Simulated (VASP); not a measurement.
# CoSi (rocksalt type) (Fm-3m) in VASP: relaxation of cell and atoms with PBE

Aim: the relaxation of cell and atoms of CoSi (rocksalt type) with PBE.

All numbers are computed with VASP 6.6.1; they aren't measurements. Logs are shortened: lines on timing, memory, paths and dates and some standing lists are left out, and cuts for length are marked.

## (1) The cell of the first run

The structure is cubic, space group Fm-3m (No. 225). Conventional cell: a = 4.149 Å, b = 4.149 Å, c = 4.149 Å, α = 90.00°, β = 90.00°, γ = 90.00°. Within 2.7 Å of Co (site symmetry m-3m) lie 6 Si at 2.07 Å. Within 2.7 Å of Si (site symmetry m-3m) lie 6 Co at 2.07 Å.

## (2) Relaxation of cell and atoms, PBE, target pressure 120 GPa, at which the enthalpy is minimised

INCAR reads:

```
PREC     = Accurate       # precision mode
ENCUT    = 600            # plane-wave cutoff, eV
EDIFF    = 1E-6           # SCF threshold, eV
ISMEAR   = -1             # smearing method
SIGMA    = 0.1            # smearing width, eV
LREAL    = F              # projectors in reciprocal space
LASPH    = T              # aspherical terms in the spheres
NELM     = 100            # most SCF steps
ALGO     = Normal         # electronic algorithm
ISIF     = 3              # what is computed and relaxed
LWAVE    = F              # write WAVECAR
LCHARG   = F              # write CHGCAR
GGA      = PE             # functional
IBRION   = 2              # ionic algorithm
NSW      = 32             # ionic steps
EDIFFG   = -0.005         # ionic threshold
PSTRESS  = 1200.0
```

KPOINTS reads:

```
Automatic mesh
0
Gamma
  16 16 16
```

POSCAR reads:

```
CoSi
1.0
    0.0000000000      2.0743209116      2.0743209116
    2.0743209116      0.0000000000      2.0743209116
    2.0743209116      2.0743209116      0.0000000000
Co Si
1 1
Direct
    0.0000000000      0.0000000000      0.0000000000
    0.5000000000      0.5000000000      0.5000000000
```

Potentials or basis: VASP PAW PBE potentials, release 64 (Co, Si).

On the command line:

```sh
$ cat potpaw_PBE.64/Co/POTCAR potpaw_PBE.64/Si/POTCAR > POTCAR
$ mpirun -np 1 vasp_std > vasp.out
```

OUTCAR:

```text
PREC = Accurate
   ENCUT = 600
   EDIFF = 1E-6
   ISMEAR = -1
   LREAL = F
   LASPH = T
   NELM = 100
   ISIF = 3
   GGA = PE
   IBRION = 2
   NSW = 32
   EDIFFG = -0.005
   PSTRESS = 1200.0

 ion  position               nearest neighbor table
   1  0.000  0.000  0.000-   2 2.07   2 2.07   2 2.07   2 2.07   2 2.07   2 2.07
   2  0.500  0.500  0.500-   1 2.07   1 2.07   1 2.07   1 2.07   1 2.07   1 2.07

  LATTYP: Found a face centered cubic cell.
 ALAT       =     4.1486418232

  Lattice vectors:

 A1 = (   0.0000000000,   2.0743209116,   2.0743209116)
 A2 = (   2.0743209116,   0.0000000000,   2.0743209116)
 A3 = (   2.0743209116,   2.0743209116,   0.0000000000)

Analysis of symmetry for initial positions (statically):
=====================================================================
 Subroutine PRICEL returns:
 Original cell was already a primitive cell.

 Routine SETGRP: Setting up the symmetry group for a
 face centered cubic supercell.

 Subroutine GETGRP returns: Found 48 space group operations
 (whereof 48 operations were pure point group operations)
 out of a pool of 48 trial point group operations.

The static configuration has the point symmetry O_h .

Analysis of symmetry for dynamics (positions and initial velocities):
=====================================================================
 Subroutine PRICEL returns:
 Original cell was already a primitive cell.

 Routine SETGRP: Setting up the symmetry group for a
 face centered cubic supercell.

 Subroutine GETGRP returns: Found 48 space group operations
 (whereof 48 operations were pure point group operations)
 out of a pool of 48 trial point group operations.

The dynamic configuration has the point symmetry O_h .

 Subroutine INISYM returns: Found 48 space group operations
 (whereof 48 operations are pure point group operations),
 and found     1 'primitive' translations

----------------------------------------------------------------------------------------

                                     Primitive cell

  volume of cell :      17.8508

  direct lattice vectors                    reciprocal lattice vectors
     0.000000000  2.074320912  2.074320912    -0.241042742  0.241042742  0.241042742
     2.074320912  0.000000000  2.074320912     0.241042742 -0.241042742  0.241042742
     2.074320912  2.074320912  0.000000000     0.241042742  0.241042742 -0.241042742
[... 97 lines left out ...]
   EMIN   =  10.00;   EMAX   =-10.00  energy-range for DOS
   EFERMI =   0.00;   METHOD = LEGACY
   ISMEAR =    -1;   SIGMA  =   0.10  broadening in eV -4-tet -1-fermi 0-gaus
   EFERMI_NEDOS =   21; number of points for ismear=-14 and -15
   IALGO  =     38    algorithm
   IMIX   =      4    mixing-type and parameters
     AMIX     =   0.40;   BMIX     =  1.00
     AMIX_MAG =   1.60;   BMIX_MAG =  1.00
  volume/ion in A,a.u.               =       8.93        60.23
  Fermi-wavevector in a.u.,A,eV,Ry     =   1.472889  2.783357 29.516504  2.169402
  Thomas-Fermi vector in A             =   2.587849
   LORBIT       =      0    0 simple, 1 ext, 2 COOP (PROOUT), +10 PAW based schemes
   GGA     = PE    functional components
   LHFCALC =     F    Hartree Fock is set to
   AEXX    =    0.0000 exact exchange contribution
   IVDW    =     0    specifies the selected vdW correction
   LEPSILON=     F    determine dielectric tensor
   LRPA    =     F    only Hartree local field effects (RPA)
 conjugate gradient relaxation of ions
 non-spin polarized calculation
  energy-cutoff  :      600.00
  volume of cell :       17.85
 maximum number of plane-waves:       609
   NGX = 11   NGY = 11   NGZ = 11

--------------------------------------- Ionic step        1  -------------------------------------------

 number of electron      13.0000001 magnetization

 Free energy of the ion-electron system (eV)
  ---------------------------------------------------
  ext. energy  EPLUGINS =         0.00000000
  ---------------------------------------------------
  free energy    TOTEN  =       -10.22237938 eV

  energy without entropy =      -10.19243587  energy(sigma->0) =      -10.20740763

------------------------ aborting loop because EDIFF is reached ----------------------------------------

  FORCE on cell =-STRESS in cart. coord.  units (eV):
  Direction    XX          YY          ZZ          XY          YZ          ZX
  --------------------------------------------------------------------------------------
  -------------------------------------------------------------------------------------
  Total       13.5005698     13.5005698     13.5005698     -0.0000000     -0.0000000      0.0000000
  in kB     1211.7271791   1211.7271791   1211.7271791     -0.0000000     -0.0000000      0.0000000
  external PRESSURE =      11.7271791 kB  Pullay stress =    1200.0000000 kB
[... 139 lines left out ...]
--------------------------------------- Ionic step        5  -------------------------------------------

 number of electron      13.0000001 magnetization

 Free energy of the ion-electron system (eV)
  ---------------------------------------------------
  ext. energy  EPLUGINS =         0.00000000
  ---------------------------------------------------
  free energy    TOTEN  =       -10.25188704 eV

  energy without entropy =      -10.22185262  energy(sigma->0) =      -10.23686983

 E-fermi :  15.6121     XC(G=0): -13.8109

 val. band max:       15.6000129266   @ k =  -0.4375   0.5000   0.0625
 cond. band min:      15.6130072381   @ k =  -0.3125   0.1875   0.0625
 fundamental gap:      0.0129943116
 Fermi energy:        15.6121145761

 k-point     1 :       0.0000    0.0000    0.0000
  band No.  band energies     occupation
      1       0.2987      2.00000
      2      12.0519      2.00000
      3      12.0519      2.00000
      4      12.0519      2.00000
      5      12.3677      2.00000
      6      12.3677      2.00000
      7      21.9105      0.00000
      8      21.9105      0.00000
      9      21.9105      0.00000
     10      27.8016      0.00000
[... 287 lines left out ...]
 k-point    24 :      -0.0625    0.0625    0.0000
  band No.  band energies     occupation
      1       0.5771      2.00000
      2      11.8354      2.00000
      3      12.0302      2.00000
      4      12.1530      2.00000
      5      12.1912      2.00000
      6      12.4173      2.00000
      7      21.1331      0.00000
      8      21.4598      0.00000
      9      22.4125      0.00000
     10      26.3792      0.00000

 [... further k-points ...]

------------------------ aborting loop because EDIFF is reached ----------------------------------------

  FORCE on cell =-STRESS in cart. coord.  units (eV):
  Direction    XX          YY          ZZ          XY          YZ          ZX
  --------------------------------------------------------------------------------------
  -------------------------------------------------------------------------------------
  Total       13.3907116     13.3907116     13.3907116     -0.0000000      0.0000000     -0.0000000
  in kB     1199.2327476   1199.2327476   1199.2327476     -0.0000000      0.0000000     -0.0000000
  external PRESSURE =      -0.7672524 kB  Pullay stress =    1200.0000000 kB
[... 21 lines left out ...]
  energy  without entropy=      -10.2218526176  energy(sigma->0) =      -10.23686983

  enthalpy is  TOTEN    =         3.1473917903 eV   P V=       13.3992788305

 reached required accuracy - stopping structural energy minimisation
```

OSZICAR:

```text
N       E                     dE             d eps       ncg     rms          rms(c)
DAV:   1     0.552150247412E+02    0.55215E+02   -0.64843E+03  2916   0.161E+03
DAV:   2    -0.896851241250E+01   -0.64184E+02   -0.60822E+02  2906   0.243E+02
DAV:   3    -0.111145800927E+02   -0.21461E+01   -0.21012E+01  3398   0.553E+01
[... 34 lines left out ...]
       N       E                     dE             d eps       ncg     rms          rms(c)
DAV:   1    -0.102518884661E+02    0.16145E-02   -0.31139E-05  3192   0.114E-01    0.137E-02
DAV:   2    -0.102518894367E+02   -0.97053E-06   -0.44538E-05  3250   0.125E-01    0.126E-02
DAV:   3    -0.102518869936E+02    0.24430E-05   -0.16549E-05  3050   0.773E-02    0.285E-03
DAV:   4    -0.102518870403E+02   -0.46658E-07   -0.19994E-07  1474   0.590E-03
   5 F= 0.31473918E+01 E0= 0.31624090E+01  d E =-.139201E-03
```

It took 1.7 min on 1 thread of Intel Xeon 8259CL, shared host; peak memory 0.17 GiB.

Results:

- Free energy: -10.2519 eV
- Relaxed volume: 8.95 Å³/atom
- Relaxed cell: a = 2.936 Å, b = 2.936 Å, c = 2.936 Å, α = 60.00°, β = 60.00°, γ = 60.00°
- Space group after relaxing (to 0.1 Å): Fm-3m (No. 225)
- Energy change on relaxing (the run minimises the enthalpy): -14.8 meV/atom
- Ionic steps: 5
- Pressure after relaxing: 119.9 GPa
- Band gap on the k mesh: zero (an odd number of electrons rules out a gap without spin polarisation)

Step by step:
```csv
step,energy change (eV),largest force (eV/Å),pressure (GPa),volume (Å³)
1,0.0000,0.0000,121.17,17.85
2,-0.1251,0.0000,115.65,18.02
3,-0.0270,0.0000,120.19,17.89
4,-0.0311,0.0000,119.88,17.89
5,-0.0295,0.0000,119.92,17.89
```

Final structure:
```
Co Si
1.0
     0.00000    2.07584    2.07584
     2.07584    0.00000    2.07584
     2.07584    2.07584    0.00000
Co Si
1 1
Direct
  0.00000 0.00000 0.00000
  0.50000 0.50000 0.50000
```

Caveat: the cell is relaxed towards a set pressure, so the run minimises the enthalpy, not the energy; an odd number of electrons without spin polarisation forces a metal; a magnetic or distorted state may lie lower.
